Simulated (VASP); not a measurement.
Set up this calculation in VASP 6.6.1, as the native input.

```
Task                   : single point
Functional             : r2SCAN
Potentials or basis    : VASP PAW PBE potentials, release 64 (B, P)
Cutoff                 : 520 eV
k mesh                 : 10 × 10 × 10
Occupations            : gaussian, width 0.05 eV
Spin                   : no spin polarisation
Dipole correction      : no
Further INCAR settings : ALGO = Normal; EDIFF = 1e-06; NBANDS = 11
```

Crystal: BP.

```xyz
2
Lattice="0.0000 2.3030 2.2690 2.2690 0.0000 2.2690 2.2690 2.3030 0.0000" Properties=species:S:1:pos:R:3 pbc="T T T"
B     0.0000    0.0000    0.0000
P     3.4035    3.4546    3.4035
```

This cell differs from its parent crystal: strain +0.0150 x Voigt [0, 1, 0, 0, 0, 0].

The input as run:

POSCAR

```
BP
1.0
    0.0000000000      2.3030350000      2.2690000000
    2.2690000000      0.0000000000      2.2690000000
    2.2690000000      2.3030350000      0.0000000000
B P
1 1
Direct
    0.0000000000      0.0000000000      0.0000000000
    0.7500000000      0.7500000000      0.7500000000
```

INCAR.step1

```
SYSTEM = BP
PREC = Accurate
ENCUT = 520
ISMEAR = 0
SIGMA = 0.05
LREAL = .False.
LASPH = .True.
NELM = 100
NBANDS = 11
GGA = PE
ALGO = Normal
EDIFF = 1E-4
LWAVE = .True.
LCHARG = .False.
```

INCAR.step2

```
SYSTEM = BP
PREC = Accurate
ENCUT = 520
EDIFF = 1E-6
ISMEAR = 0
SIGMA = 0.05
LREAL = .False.
LASPH = .True.
NELM = 100
ALGO = Normal
ISIF = 2
LWAVE = .False.
LCHARG = .False.
METAGGA = R2SCAN
LMIXTAU = .True.
NBANDS = 11
ISTART = 1
```

KPOINTS

```
regular mesh
0
Gamma
  10 10 10
  0 0 0
```

Potentials or basis: VASP PAW PBE potentials, release 64 (B, P).

Command:

```bash
$ cat potpaw_PBE.64/B/POTCAR potpaw_PBE.64/P/POTCAR > POTCAR
$ cp INCAR.step1 INCAR
$ mpirun -np 1 vasp_std > vasp.out
$ cp INCAR.step2 INCAR
$ mpirun -np 1 vasp_std > vasp.out
```

It gave:

| Item | Value |
| --- | --- |
| Pressure | -3.1 GPa |
| Band gap on the k mesh | 1.35 eV (least direct gap 3.54 eV) |

Caveat: the cell differs from its parent crystal (strain +0.0150 x Voigt [0, 1, 0, 0, 0, 0]); the cell stands under tension; the PAW data sets were made with another functional, which shifts forces and pressure a little.

It took 60 s on 1 thread of Intel(R) Xeon(R) Platinum 8488C (Sapphire Rapids), on a shared host, peak memory 0.15 GiB.
